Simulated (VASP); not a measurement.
# As2Se in VASP: a series of runs

The runs below take As2Se through single point, with PBEsol.

Program: VASP 6.6.1. These are calculated values, not measurements. Logs are shortened: lines on timing, memory, paths and dates and some standing lists are left out, and cuts for length are marked.

## Step 1: The cell of the first run

The typed cell holds 6 atoms: a = 5.676 Å, b = 5.631 Å, c = 5.732 Å, α = 103.80°, β = 101.93°, γ = 123.18°.

## Step 2: Single point, PBEsol (atoms moved at random and the cell strained at random)

INCAR reads:

```
SYSTEM = As2Se
  ALGO = Normal
  EDIFF = 1E-7
  ENCUT = 520
  GGA = PS
  ISIF = 2
  ISMEAR = 0
  LASPH = .True.
  LCHARG = .False.
  LREAL = .False.
  LWAVE = .False.
  NBANDS = 25
  NELM = 60
  PREC = Accurate
  SIGMA = 0.1
```

KPOINTS reads:

```
k-points
0
Gamma
  8 8 6
  0 0 0
```

POSCAR reads:

```
As2Se
1.0
   -3.4800018534      3.5698611133      2.7138155991
    3.4650551887     -3.5484554452      2.6654646872
    3.5467117958      3.6151653877     -2.6853447008
As Se
4 2
Direct
    0.8355842107      0.1169847537      0.7361899387
    0.3812144167      0.1323833428      0.2542506889
    0.8723221829      0.6409321473      0.7534716218
    0.8809949345      0.1285998075      0.2467674228
    0.4934291546      0.4786172632     -0.0251834135
    0.2223645900      0.7165762535      0.5090905786
```

Potentials or basis: VASP PAW PBE potentials, release 64 (As, Se).

Command:

```sh
$ cat potpaw_PBE.64/As/POTCAR potpaw_PBE.64/Se/POTCAR > POTCAR
$ mpirun -np 1 vasp_std > vasp.out
```

OUTCAR:

```text
SYSTEM = As2Se
   EDIFF = 1E-7
   ENCUT = 520
   GGA = PS
   ISIF = 2
   ISMEAR = 0
   LASPH = .True.
   LREAL = .False.
   NELM = 60
   PREC = Accurate

 ion  position               nearest neighbor table
   1  0.836  0.117  0.736-   6 2.65   3 2.82   3 2.82   4 2.87   4 2.88
   2  0.381  0.132  0.254-   5 2.71   4 2.82   4 2.86   3 2.87   3 2.88
   3  0.872  0.641  0.753-   5 2.57   6 2.57   1 2.82   1 2.82   2 2.87   2 2.88
   4  0.881  0.129  0.247-   6 2.52   5 2.78   2 2.82   2 2.86   1 2.87   1 2.88
   5  0.493  0.479  0.975-   3 2.57   2 2.71   4 2.78
   6  0.222  0.717  0.509-   4 2.52   3 2.57   1 2.65

  LATTYP: Found a triclinic cell.
 ALAT       =     9.5204357093
 B/A-ratio  =     0.5650312449
 C/A-ratio  =     0.7365327293
 COS(alpha) =     0.0055755988
 COS(beta)  =     0.3800809546
 COS(gamma) =     0.8466131189

  Lattice vectors:

 A1 = (  -3.5616584605,  -3.5937597196,   8.0646249871)
 A2 = (  -0.0149466647,   0.0214056681,   5.3792802863)
 A3 = (  -7.0117669845,  -0.0667099425,   0.0198800136)

Analysis of symmetry for initial positions (statically):
=====================================================================
 Subroutine PRICEL returns:
 Original cell was already a primitive cell.

 Routine SETGRP: Setting up the symmetry group for a
 triclinic supercell.

 Subroutine GETGRP returns: Found  1 space group operations
 (whereof  1 operations were pure point group operations)
 out of a pool of  2 trial point group operations.

The static configuration has the point symmetry C_1 .

Analysis of symmetry for dynamics (positions and initial velocities):
=====================================================================
 Subroutine PRICEL returns:
 Original cell was already a primitive cell.

 Routine SETGRP: Setting up the symmetry group for a
 triclinic supercell.

 Subroutine GETGRP returns: Found  1 space group operations
 (whereof  1 operations were pure point group operations)
 out of a pool of  2 trial point group operations.

The dynamic configuration has the point symmetry C_1 .

 Subroutine INISYM returns: Found  1 space group operations
 (whereof  1 operations are pure point group operations),
 and found     1 'primitive' translations

----------------------------------------------------------------------------------------

                                     Primitive cell

  volume of cell :     135.4881

  direct lattice vectors                    reciprocal lattice vectors
    -3.480001853  3.569861113  2.713815599    -0.000791727  0.138451245  0.185345338
     3.465055189 -3.548455445  2.665464687     0.143165290 -0.002067467  0.186304495
     3.546711796  3.615165388 -2.685344701     0.141305295  0.137866989 -0.000155986

  length of vectors
     5.676188543  5.630527995  5.732334734     0.231348803  0.234967955  0.197419648

  position of ions in fractional coordinates (direct lattice)
     0.835584211  0.116984754  0.736189939
     0.381214417  0.132383343  0.254250689
     0.872322183  0.640932147  0.753471622
     0.880994935  0.128599808  0.246767423
     0.493429155  0.478617263  0.974816586
     0.222364590  0.716576254  0.509090579

  ion indices of the primitive-cell ions
   primitive index   ion index
                 1           1
                 2           2
                 3           3
                 4           4
                 5           5
                 6           6

----------------------------------------------------------------------------------------

 KPOINTS: k-points

Automatic generation of k-mesh.
 Grid dimensions read from file:
 generate k-points for:    8    8    6

 Generating k-lattice:

  Cartesian coordinates                     Fractional coordinates (reciprocal lattice)
    -0.000098966  0.017306406  0.023168167     0.125000000  0.000000000 -0.000000000
     0.017895661 -0.000258433  0.023288062     0.000000000  0.125000000 -0.000000000
     0.023550882  0.022977832 -0.000025998     0.000000000 -0.000000000  0.166666667

  Length of vectors
     0.028918600  0.029370994  0.032903275

  Shift w.r.t. Gamma in fractional coordinates (k-lattice)
     0.000000000  0.000000000  0.000000000

 Subroutine IBZKPT returns following result:
 ===========================================

 Found    196 irreducible k-points:

 Following reciprocal coordinates:
            Coordinates               Weight
  0.000000  0.000000  0.000000      1.000000
  0.125000  0.000000 -0.000000      2.000000
  0.250000  0.000000 -0.000000      2.000000
  0.375000  0.000000 -0.000000      2.000000
  0.500000  0.000000 -0.000000      1.000000
 -0.000000  0.125000  0.000000      2.000000
[... 16 lines left out ...]
  0.125000  0.375000  0.000000      2.000000
  0.250000  0.375000 -0.000000      2.000000
 [... further k-points ...]
   k-points           NKPTS =    196   k-points in BZ     NKDIM =    196   number of bands    NBANDS=     25
   number of dos      NEDOS =    301   number of ions     NIONS =      6
   total plane-waves  NPLWV =  84672
   dimension x,y,z NGX =    42 NGY =   42 NGZ =   48
   dimension x,y,z NGXF=    84 NGYF=   84 NGZF=   96
   ions per type =               4   2
   NGX,Y,Z   is equivalent  to a cutoff of  12.30, 12.40, 13.92 a.u.
   NGXF,Y,Z  is equivalent  to a cutoff of  24.60, 24.80, 27.84 a.u.
 SYSTEM =  As2Se
   PREC   = accura    normal or accurate (medium, high low for compatibility)
   ISTART =      0    job   : 0-new  1-cont  2-samecut
   ICHARG =      2    charge: 1-file 2-atom 10-const
   ISPIN  =      1    spin polarized calculation?
   LNONCOLLINEAR =      F non collinear calculations
   LSORBIT =      F    spin-orbit coupling
   LASPH  =      T    aspherical Exc in radial PAW
   ENCUT  =  520.0 eV  38.22 Ry    6.18 a.u.  10.55 10.47 10.66*2*pi/ulx,y,z
   NELM   =     60;   NELMIN=  2; NELMDL= -5     # of ELM steps
   EDIFF  = 0.1E-06   stopping-criterion for ELM
   LREAL  =      F    real-space projection
   EDIFFG = 0.1E-05   stopping-criterion for IOM
   NSW    =      0    number of steps for IOM
   IBRION =     -1    ionic relax: 0-MD 1-quasi-New 2-CG
   NFREE  =      0    steps in history (QN), initial steepest desc. (CG)
   ISIF   =      2    stress and relaxation
   ISYM   =      2    0-nonsym 1-usesym 2-fastsym
   POTIM  = 0.5000    time-step for ionic-motion
   TEBEG  =    0.0;   TEEND  =   0.0 temperature during run
   PSTRESS=    0.0 pullay stress
   NELECT =      32.0000    total number of electrons
   NUPDOWN=      -1.0000    fix difference up-down
   EMIN   =  10.00;   EMAX   =-10.00  energy-range for DOS
   EFERMI =   0.00;   METHOD = LEGACY
   ISMEAR =     0;   SIGMA  =   0.10  broadening in eV -4-tet -1-fermi 0-gaus
   EFERMI_NEDOS =   21; number of points for ismear=-14 and -15
   IALGO  =     38    algorithm
   IMIX   =      4    mixing-type and parameters
     AMIX     =   0.40;   BMIX     =  1.00
     AMIX_MAG =   1.60;   BMIX_MAG =  1.00
  volume/ion in A,a.u.               =      22.58       152.39
  Fermi-wavevector in a.u.,A,eV,Ry     =   1.011947  1.912302 13.932863  1.024037
  Thomas-Fermi vector in A             =   2.145027
   LORBIT       =      0    0 simple, 1 ext, 2 COOP (PROOUT), +10 PAW based schemes
   GGA     = PS    functional components
   LHFCALC =     F    Hartree Fock is set to
   AEXX    =    0.0000 exact exchange contribution
   IVDW    =     0    specifies the selected vdW correction
   LEPSILON=     F    determine dielectric tensor
   LRPA    =     F    only Hartree local field effects (RPA)
 non-spin polarized calculation
 Gauss-broadening in eV      SIGMA  =   0.10
  energy-cutoff  :      520.00
  volume of cell :      135.49
 maximum number of plane-waves:      3671
   NGX = 21   NGY = 21   NGZ = 21

 number of electron      32.0000001 magnetization

 Free energy of the ion-electron system (eV)
  ---------------------------------------------------
  ext. energy  EPLUGINS =         0.00000000
  ---------------------------------------------------
  free energy    TOTEN  =       -27.50126715 eV

  energy without entropy =      -27.48659559  energy(sigma->0) =      -27.49393137

 E-fermi :   4.3555     XC(G=0):  -9.9744

 val. band max:        4.3554372575   @ k =  -0.1250   0.2500   0.3333
 cond. band min:       4.3565810712   @ k =   0.1250   0.5000   0.5000
 fundamental gap:      0.0011438137
 Fermi energy:         4.3555030860

 k-point     1 :       0.0000    0.0000    0.0000
  band No.  band energies     occupation
      1     -10.5793      2.00000
      2      -8.4886      2.00000
      3      -6.1436      2.00000
      4      -5.9978      2.00000
      5      -5.7634      2.00000
      6      -4.3571      2.00000
[... 17 lines left out ...]
     24       9.7235      0.00000
     25      10.4142      0.00000

 k-point     2 :       0.1250    0.0000   -0.0000
  band No.  band energies     occupation
      1     -10.4835      2.00000
      2      -8.5407      2.00000
      3      -6.3189      2.00000
      4      -6.1075      2.00000
      5      -5.7894      2.00000
      6      -4.4227      2.00000
[... 17 lines left out ...]
     24       9.4705      0.00000
     25      10.5824      0.00000

 k-point     3 :       0.2500    0.0000   -0.0000
  band No.  band energies     occupation
      1     -10.2048      2.00000
      2      -8.6658      2.00000
      3      -6.9272      2.00000
      4      -6.1960      2.00000
      5      -5.9728      2.00000
      6      -4.2521      2.00000
[... 17 lines left out ...]
     24       9.1871      0.00000
     25       9.9086      0.00000

 k-point     4 :       0.3750    0.0000   -0.0000
  band No.  band energies     occupation
      1      -9.7823      2.00000
      2      -8.8480      2.00000
      3      -7.5700      2.00000
      4      -6.3320      2.00000
      5      -6.1637      2.00000
      6      -3.8148      2.00000
[... 17 lines left out ...]
     24       9.3843      0.00000
     25       9.9152      0.00000
[... 477 lines left out ...]
 k-point    22 :      -0.0000    0.3750    0.0000
  band No.  band energies     occupation
      1      -9.7639      2.00000
      2      -8.8155      2.00000
      3      -7.7612      2.00000
      4      -6.2943      2.00000
      5      -5.9525      2.00000
      6      -3.9456      2.00000
[... 17 lines left out ...]
     24       9.2789      0.00000
     25      10.2631      0.00000

 k-point    23 :       0.1250    0.3750    0.0000
  band No.  band energies     occupation
      1      -9.4737      2.00000
      2      -8.8933      2.00000
      3      -8.0830      2.00000
      4      -6.6696      2.00000
      5      -5.6653      2.00000
      6      -3.9038      2.00000
[... 17 lines left out ...]
     24       8.8706      0.00000
     25      10.2766      0.00000

 k-point    24 :       0.2500    0.3750   -0.0000
  band No.  band energies     occupation
      1      -9.4396      2.00000
      2      -8.9588      2.00000
      3      -8.0060      2.00000
      4      -6.8892      2.00000
      5      -5.3735      2.00000
      6      -4.0688      2.00000
[... 17 lines left out ...]
     24       8.8706      0.00000
     25      10.3448      0.00000

 [... further k-points ...]
[... 5 lines left out ...]
  --------------------------------------------------------------------------------------
  -------------------------------------------------------------------------------------
  Total       -1.5800521     -4.9043350     -4.1091528     -0.4579130      0.1650554     -0.6448471
  in kB      -18.6844655    -57.9948478    -48.5916422     -5.4149224      1.9518161     -7.6254600
  external PRESSURE =     -41.7569852 kB  Pullay stress =       0.0000000 kB

 VOLUME and BASIS-vectors are now :
 -----------------------------------------------------------------------------
  energy-cutoff  :      520.00
  volume of cell :      135.49
      direct lattice vectors                 reciprocal lattice vectors
    -3.480001853  3.569861113  2.713815599    -0.000791727  0.138451245  0.185345338
     3.465055189 -3.548455445  2.665464687     0.143165290 -0.002067467  0.186304495
     3.546711796  3.615165388 -2.685344701     0.141305295  0.137866989 -0.000155986

 POSITION                                       TOTAL-FORCE (eV/Angst)
 -----------------------------------------------------------------------------------
      0.10858      5.22925      0.60252        -0.167298      0.367856      0.130921
      0.03384      1.81028      0.70466        -0.077483     -0.300817      0.122216
      1.85753      3.56367      2.05237        -0.008780      0.070810     -0.262687
     -1.74505      3.58080      2.07098        -0.279625      0.038289     -0.329948
      3.39869      3.58724     -0.00291         0.551813      0.023873     -0.677811
      3.51474      0.09152      1.14638        -0.018627     -0.200010      1.017308
 -----------------------------------------------------------------------------------
    total drift:                               -0.000062     -0.000091     -0.000076

  FREE ENERGIE OF THE ION-ELECTRON SYSTEM (eV)
  ---------------------------------------------------
  free  energy   TOTEN  =       -27.5012671452 eV

  energy  without entropy=      -27.4865955869  energy(sigma->0) =      -27.49393137
```

Run time: 20 min. Hardware: 1 thread of Intel Xeon 8259CL, shared host; peak memory 0.68 GiB.

What came out:

| Property | Result |
| --- | --- |
| Free energy | -27.5013 eV |
| Pressure | -4.2 GPa |
| Largest force | 1.037 eV/Å |
| Band gap on the k mesh | zero (bands 16 and 17 overlap by 0.57 eV) |

Forces on the atoms (eV/Å):
```
As  -0.167  0.368  0.131
As  -0.077 -0.301  0.122
As  -0.009  0.071 -0.263
As  -0.280  0.038 -0.330
Se   0.552  0.024 -0.678
Se  -0.019 -0.200  1.017
```

Levels at points of the mesh, in eV from the Fermi level:
| k point | band 14 | band 15 | band 16 | band 17 | band 18 | band 19 |
| --- | --- | --- | --- | --- | --- | --- |
| (0.00, 0.00, 0.00) | -2.58 | -2.32 | -1.00 | 2.09 | 2.61 | 3.23 |
| (0.50, 0.00, 0.00) | -1.16 | -0.39 | -0.13 | 0.01 | 0.43 | 1.29 |
| (0.00, 0.50, 0.00) | -1.52 | -0.52 | -0.02 | 0.29 | 0.47 | 1.58 |
| (0.50, 0.50, 0.00) | -1.30 | -1.01 | -0.94 | -0.04 | 0.11 | 1.69 |
| (0.00, 0.00, 0.50) | -1.36 | -1.16 | -0.87 | -0.23 | 0.02 | 1.67 |
| (0.50, 0.00, 0.50) | -1.32 | -0.42 | -0.05 | 0.05 | 0.30 | 1.28 |
| (0.00, 0.50, 0.50) | -1.23 | -0.43 | -0.16 | 0.27 | 0.67 | 1.48 |
| (0.50, 0.50, 0.50) | -0.53 | -0.39 | -0.14 | 0.09 | 0.31 | 0.45 |

Caveat: the cell differs from its parent crystal (atoms moved at random and the cell strained at random); the cell stands under tension; the PAW data sets were made with another functional, which shifts forces and pressure a little.

(Part 1 of 2 ends here.)
